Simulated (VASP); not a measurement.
# GePt (series) (Pnma) in VASP: single point with PBE

Aim: the single point of GePt (series) with PBE.

All numbers are computed with VASP 6.6.1; they aren't measurements. Logs are shortened: lines on timing, memory, paths and dates and some standing lists are left out, and cuts for length are marked.

## Step 1: The cell of the first run

The structure is orthorhombic, space group Pnma (No. 62). Conventional cell: a = 5.719 Å, b = 3.697 Å, c = 6.084 Å, α = 90.00°, β = 90.00°, γ = 90.00°. Within 3.3 Å of Ge (site symmetry m) lie 6 Pt at 2.48 to 2.65 Å and 2 Ge at 3.02 Å. Within 3.3 Å of Pt (site symmetry m) lie 6 Ge at 2.48 to 2.65 Å and 4 Pt at 2.95 to 2.97 Å.

## Step 2: Single point, PBE

File INCAR:

```
SYSTEM = GePt
ALGO     = Normal         ! electronic algorithm
EDIFF    = 1E-6           ! SCF threshold, eV
ENCUT    = 520            ! plane-wave cutoff, eV
GGA      = PE             ! functional
ISIF     = 2              ! what is computed and relaxed
ISMEAR   = 0              ! smearing method
LASPH    = .True.         ! aspherical terms in the spheres
LCHARG   = .False.        ! write CHGCAR
LREAL    = .False.        ! projectors in reciprocal space
LWAVE    = .False.        ! write WAVECAR
NBANDS   = 58             ! bands
NELM     = 80             ! most SCF steps
PREC     = Accurate       ! precision mode
SIGMA    = 0.1            ! smearing width, eV
```

File KPOINTS:

```
k-points
0
Gamma
  2 4 2
  0 0 0
```

File POSCAR:

```
GePt
1.0
    5.7190000000      0.0000000000      0.0000000000
    0.0000000000      3.6970000000      0.0000000000
    0.0000000000      0.0000000000      6.0840000000
Ge Pt
4 4
Direct
    0.1850000000      0.2500000000      0.5900000000
    0.3150000000      0.7500000000      0.0900000000
    0.6850000000      0.2500000000      0.9100000000
    0.8150000000      0.7500000000      0.4100000000
    0.9995000000      0.2500000000      0.1908000000
    0.5005000000      0.7500000000      0.6908000000
    0.4995000000      0.2500000000      0.3092000000
    0.0005000000      0.7500000000      0.8092000000
```

Potentials or basis: VASP PAW PBE potentials, release 64 (Ge_d, Pt).

Started as:

```sh
$ cat potpaw_PBE.64/Ge_d/POTCAR potpaw_PBE.64/Pt/POTCAR > POTCAR
$ mpirun -np 1 vasp_std > vasp.out
```

OUTCAR:

```text
SYSTEM = GePt
   EDIFF = 1E-6
   ENCUT = 520
   GGA = PE
   ISIF = 2
   ISMEAR = 0
   LASPH = .True.
   LREAL = .False.
   NELM = 80
   PREC = Accurate

 ion  position               nearest neighbor table
   1  0.185  0.250  0.590-   7 2.48   8 2.51   8 2.51   5 2.65   6 2.65   6 2.65
   2  0.315  0.750  0.090-   8 2.48   7 2.51   7 2.51   6 2.65   5 2.65   5 2.65
   3  0.685  0.250  0.910-   5 2.48   6 2.51   6 2.51   7 2.65   8 2.65   8 2.65
   4  0.815  0.750  0.410-   6 2.48   5 2.51   5 2.51   8 2.65   7 2.65   7 2.65
   5  0.999  0.250  0.191-   3 2.48   4 2.51   4 2.51   1 2.65   2 2.65   2 2.65   7 2.95   7 2.95
                             8 2.97   8 2.97
   6  0.501  0.750  0.691-   4 2.48   3 2.51   3 2.51   2 2.65   1 2.65   1 2.65   8 2.95   8 2.95
                             7 2.97   7 2.97
   7  0.499  0.250  0.309-   1 2.48   2 2.51   2 2.51   3 2.65   4 2.65   4 2.65   5 2.95   5 2.95
                             6 2.97   6 2.97
   8  0.001  0.750  0.809-   2 2.48   1 2.51   1 2.51   4 2.65   3 2.65   3 2.65   6 2.95   6 2.95
                             5 2.97   5 2.97

  LATTYP: Found a simple orthorhombic cell.
 ALAT       =     3.6970000000
 B/A-ratio  =     1.5469299432
 C/A-ratio  =     1.6456586421

  Lattice vectors:

 A1 = (   0.0000000000,  -3.6970000000,   0.0000000000)
 A2 = (   5.7190000000,   0.0000000000,   0.0000000000)
 A3 = (   0.0000000000,   0.0000000000,   6.0840000000)

Analysis of symmetry for initial positions (statically):
=====================================================================
 Subroutine PRICEL returns:
 Original cell was already a primitive cell.

 Routine SETGRP: Setting up the symmetry group for a
 simple orthorhombic supercell.

 Subroutine GETGRP returns: Found  8 space group operations
 (whereof  2 operations were pure point group operations)
 out of a pool of  8 trial point group operations.

The static configuration has the point symmetry S_2 .
 The point group associated with its full space group is D_2h.

Analysis of symmetry for dynamics (positions and initial velocities):
=====================================================================
 Subroutine PRICEL returns:
 Original cell was already a primitive cell.

 Routine SETGRP: Setting up the symmetry group for a
 simple orthorhombic supercell.

 Subroutine GETGRP returns: Found  8 space group operations
 (whereof  2 operations were pure point group operations)
 out of a pool of  8 trial point group operations.

The dynamic configuration has the point symmetry S_2 .
 The point group associated with its full space group is D_2h.

 Subroutine INISYM returns: Found  8 space group operations
 (whereof  2 operations are pure point group operations),
 and found     1 'primitive' translations

----------------------------------------------------------------------------------------

                                     Primitive cell

  volume of cell :     128.6349

  direct lattice vectors                    reciprocal lattice vectors
     5.719000000  0.000000000  0.000000000     0.174855744  0.000000000  0.000000000
     0.000000000  3.697000000  0.000000000     0.000000000  0.270489586  0.000000000
     0.000000000  0.000000000  6.084000000     0.000000000  0.000000000  0.164365549

  length of vectors
     5.719000000  3.697000000  6.084000000     0.174855744  0.270489586  0.164365549

  position of ions in fractional coordinates (direct lattice)
     0.185000000  0.250000000  0.590000000
     0.315000000  0.750000000  0.090000000
     0.685000000  0.250000000  0.910000000
     0.815000000  0.750000000  0.410000000
     0.999500000  0.250000000  0.190800000
     0.500500000  0.750000000  0.690800000
     0.499500000  0.250000000  0.309200000
     0.000500000  0.750000000  0.809200000

  ion indices of the primitive-cell ions
   primitive index   ion index
                 1           1
                 2           2
                 3           3
                 4           4
                 5           5
                 6           6
                 7           7
                 8           8

----------------------------------------------------------------------------------------

 KPOINTS: k-points

Automatic generation of k-mesh.
 Grid dimensions read from file:
 generate k-points for:    2    4    2

 Generating k-lattice:

  Cartesian coordinates                     Fractional coordinates (reciprocal lattice)
     0.087427872  0.000000000  0.000000000     0.500000000  0.000000000  0.000000000
     0.000000000  0.067622397  0.000000000     0.000000000  0.250000000  0.000000000
     0.000000000  0.000000000  0.082182774     0.000000000  0.000000000  0.500000000

  Length of vectors
     0.087427872  0.067622397  0.082182774

  Shift w.r.t. Gamma in fractional coordinates (k-lattice)
     0.000000000  0.000000000  0.000000000

 Subroutine IBZKPT returns following result:
 ===========================================

 Found     12 irreducible k-points:

 Following reciprocal coordinates:
            Coordinates               Weight
  0.000000  0.000000  0.000000      1.000000
  0.500000  0.000000  0.000000      1.000000
  0.000000  0.250000  0.000000      2.000000
  0.500000  0.250000  0.000000      2.000000
  0.000000  0.500000  0.000000      1.000000
  0.500000  0.500000  0.000000      1.000000
  0.000000  0.000000  0.500000      1.000000
  0.500000  0.000000  0.500000      1.000000
  0.000000  0.250000  0.500000      2.000000
  0.500000  0.250000  0.500000      2.000000
  0.000000  0.500000  0.500000      1.000000
  0.500000  0.500000  0.500000      1.000000
   k-points           NKPTS =     12   k-points in BZ     NKDIM =     12   number of bands    NBANDS=     58
   number of dos      NEDOS =    301   number of ions     NIONS =      8
   total plane-waves  NPLWV =  64512
   dimension x,y,z NGX =    48 NGY =   28 NGZ =   48
   dimension x,y,z NGXF=    96 NGYF=   56 NGZF=   96
   ions per type =               4   4
   NGX,Y,Z   is equivalent  to a cutoff of  13.95, 12.59, 13.12 a.u.
   NGXF,Y,Z  is equivalent  to a cutoff of  27.91, 25.18, 26.23 a.u.
 SYSTEM =  GePt
   PREC   = accura    normal or accurate (medium, high low for compatibility)
   ISTART =      0    job   : 0-new  1-cont  2-samecut
   ICHARG =      2    charge: 1-file 2-atom 10-const
   ISPIN  =      1    spin polarized calculation?
   LNONCOLLINEAR =      F non collinear calculations
   LSORBIT =      F    spin-orbit coupling
   LASPH  =      T    aspherical Exc in radial PAW
   ENCUT  =  520.0 eV  38.22 Ry    6.18 a.u.  10.63  6.87 11.31*2*pi/ulx,y,z
   NELM   =     80;   NELMIN=  2; NELMDL= -5     # of ELM steps
   EDIFF  = 0.1E-05   stopping-criterion for ELM
   LREAL  =      F    real-space projection
   EDIFFG = 0.1E-04   stopping-criterion for IOM
   NSW    =      0    number of steps for IOM
   IBRION =     -1    ionic relax: 0-MD 1-quasi-New 2-CG
   NFREE  =      0    steps in history (QN), initial steepest desc. (CG)
   ISIF   =      2    stress and relaxation
   ISYM   =      2    0-nonsym 1-usesym 2-fastsym
   POTIM  = 0.5000    time-step for ionic-motion
   TEBEG  =    0.0;   TEEND  =   0.0 temperature during run
   PSTRESS=    0.0 pullay stress
   NELECT =      96.0000    total number of electrons
   NUPDOWN=      -1.0000    fix difference up-down
   EMIN   =  10.00;   EMAX   =-10.00  energy-range for DOS
   EFERMI =   0.00;   METHOD = LEGACY
   ISMEAR =     0;   SIGMA  =   0.10  broadening in eV -4-tet -1-fermi 0-gaus
   EFERMI_NEDOS =   21; number of points for ismear=-14 and -15
   IALGO  =     38    algorithm
   IMIX   =      4    mixing-type and parameters
     AMIX     =   0.40;   BMIX     =  1.00
     AMIX_MAG =   1.60;   BMIX_MAG =  1.00
  volume/ion in A,a.u.               =      16.08       108.51
  Fermi-wavevector in a.u.,A,eV,Ry     =   1.484952  2.806152 30.001955  2.205082
  Thomas-Fermi vector in A             =   2.598424
   LORBIT       =      0    0 simple, 1 ext, 2 COOP (PROOUT), +10 PAW based schemes
   GGA     = PE    functional components
   LHFCALC =     F    Hartree Fock is set to
   AEXX    =    0.0000 exact exchange contribution
   IVDW    =     0    specifies the selected vdW correction
   LEPSILON=     F    determine dielectric tensor
   LRPA    =     F    only Hartree local field effects (RPA)
 non-spin polarized calculation
 Gauss-broadening in eV      SIGMA  =   0.10
  energy-cutoff  :      520.00
  volume of cell :      128.63
 maximum number of plane-waves:      3482
 NGX is ok and might be reduce to    48
   NGX = 21   NGY = 13   NGZ = 23

 number of electron      96.0000034 magnetization

 Free energy of the ion-electron system (eV)
  ---------------------------------------------------
  ext. energy  EPLUGINS =         0.00000000
  ---------------------------------------------------
  free energy    TOTEN  =       -45.92103067 eV

  energy without entropy =      -45.92066912  energy(sigma->0) =      -45.92084989

 E-fermi :  10.1195     XC(G=0): -12.4872

 val. band max:        9.9247589658   @ k =   0.5000   0.0000   0.0000
 cond. band min:      10.3156557591   @ k =   0.0000   0.2500   0.0000
 fundamental gap:      0.3908967933
 Fermi energy:        10.1194775319

 k-point     1 :       0.0000    0.0000    0.0000
  band No.  band energies     occupation
      1     -15.3533      2.00000
      2     -15.3459      2.00000
      3     -15.3453      2.00000
      4     -15.3406      2.00000
      5     -15.3335      2.00000
      6     -15.3180      2.00000
[... 50 lines left out ...]
     57      15.1128      0.00000
     58      15.6964      0.00000

 k-point     2 :       0.5000    0.0000    0.0000
  band No.  band energies     occupation
      1     -15.3487      2.00000
      2     -15.3487      2.00000
      3     -15.3413      2.00000
      4     -15.3413      2.00000
      5     -15.3280      2.00000
      6     -15.3280      2.00000
[... 50 lines left out ...]
     57      14.8488      0.00000
     58      14.8488      0.00000

 k-point     3 :       0.0000    0.2500    0.0000
  band No.  band energies     occupation
      1     -15.3538      2.00000
      2     -15.3461      2.00000
      3     -15.3362      2.00000
      4     -15.3352      2.00000
      5     -15.3288      2.00000
      6     -15.3283      2.00000
[... 484 lines left out ...]
      3     -15.3416      2.00000
      4     -15.3416      2.00000
      5     -15.3265      2.00000
      6     -15.3265      2.00000
[... 50 lines left out ...]
     57      16.0007      0.00000
     58      16.0092      0.00000

 k-point    12 :       0.5000    0.5000    0.5000
  band No.  band energies     occupation
      1     -15.3418      2.00000
      2     -15.3418      2.00000
      3     -15.3418      2.00000
      4     -15.3418      2.00000
      5     -15.3190      2.00000
      6     -15.3190      2.00000
[... 50 lines left out ...]
     57      14.7786      0.00000
     58      14.7786      0.00000

------------------------ aborting loop because EDIFF is reached ----------------------------------------

  FORCE on cell =-STRESS in cart. coord.  units (eV):
  Direction    XX          YY          ZZ          XY          YZ          ZX
  --------------------------------------------------------------------------------------
  -------------------------------------------------------------------------------------
  Total        7.2667089      6.8464223      6.5263031     -0.0000000      0.0000000      0.0000000
  in kB       90.5085468     85.2737801     81.2866205     -0.0000000      0.0000000      0.0000000
  external PRESSURE =      85.6896491 kB  Pullay stress =       0.0000000 kB

 VOLUME and BASIS-vectors are now :
 -----------------------------------------------------------------------------
  energy-cutoff  :      520.00
  volume of cell :      128.63
      direct lattice vectors                 reciprocal lattice vectors
     5.719000000  0.000000000  0.000000000     0.174855744  0.000000000  0.000000000
     0.000000000  3.697000000  0.000000000     0.000000000  0.270489586  0.000000000
     0.000000000  0.000000000  6.084000000     0.000000000  0.000000000  0.164365549

 POSITION                                       TOTAL-FORCE (eV/Angst)
 -----------------------------------------------------------------------------------
      1.05802      0.92425      3.58956        -0.017253      0.000000     -0.106472
      1.80148      2.77275      0.54756         0.017253     -0.000000     -0.106472
      3.91752      0.92425      5.53644        -0.017253      0.000000      0.106472
      4.66098      2.77275      2.49444         0.017253     -0.000000      0.106472
      5.71614      0.92425      1.16083         0.107319     -0.000000      0.030332
      2.86236      2.77275      4.20283        -0.107319      0.000000      0.030332
      2.85664      0.92425      1.88117         0.107319      0.000000     -0.030332
      0.00286      2.77275      4.92317        -0.107319      0.000000     -0.030332
 -----------------------------------------------------------------------------------
    total drift:                                0.000000      0.000000      0.000000

  FREE ENERGIE OF THE ION-ELECTRON SYSTEM (eV)
  ---------------------------------------------------
  free  energy   TOTEN  =       -45.9210306678 eV

  energy  without entropy=      -45.9206691179  energy(sigma->0) =      -45.92084989
```

Wall time 98 s (1 thread of AMD EPYC 7R43 (Zen 3), shared host); peak memory 0.22 GiB.

What came out:

```
Free energy            : -45.9210 eV
Pressure               : 8.6 GPa
Largest force          : 0.112 eV/Å
Band gap on the k mesh : zero (band 48 reaches 10.58 eV, above the bottom of band 49 at 9.73 eV)
```

Forces in eV/Å, atoms in the order of the input:
```
Ge  -0.017  0.000 -0.106
Ge   0.017  0.000 -0.106
Ge  -0.017  0.000  0.106
Ge   0.017  0.000  0.106
Pt   0.107  0.000  0.030
Pt  -0.107  0.000  0.030
Pt   0.107  0.000 -0.030
Pt  -0.107  0.000 -0.030
```

Caveat: the k points lie up to 0.55 Å⁻¹ apart; spin-orbit coupling is left out, which moves the levels of the heavy elements.
